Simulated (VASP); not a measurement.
BN, 2 atoms in the cell. The structure is trigonal, space group R3m (No. 160). Conventional cell: a = 2.485 Å, b = 2.485 Å, c = 10.051 Å, α = 90.00°, β = 90.00°, γ = 120.00°. B (site symmetry 3m) has 3 N at 1.43 Å within 1.9 Å. N (site symmetry 3m) has 3 B at 1.43 Å within 1.9 Å. 

- Program: VASP 6.6.1
- Task: single point
- Functional: PBEsol
- Potentials or basis: VASP PAW PBE potentials, release 64 (B, N)
- Cutoff: 520 eV
- k mesh: 10 × 10 × 10
- Occupations: gaussian, width 0.01 eV
- Spin: no spin polarisation
- Dipole correction: no
- Further INCAR settings: ALGO = Normal; EDIFF = 1e-07; NBANDS = 11

Potentials or basis: VASP PAW PBE potentials, release 64 (B, N).

Launch:

```sh
$ cat potpaw_PBE.64/B/POTCAR potpaw_PBE.64/N/POTCAR > POTCAR
$ mpirun -np 1 vasp_std > vasp.out
```

Hardware: 1 thread of Intel(R) Xeon(R) Platinum 8488C (Sapphire Rapids) (shared host).

**Question.** Estimate the wall time of this run.

**Answer.** Run time: 24 s on 1 thread of Intel(R) Xeon(R) Platinum 8488C (Sapphire Rapids), with other jobs on the host, peak memory 0.16 GiB. Counts: scf iterations 13, k points 116.
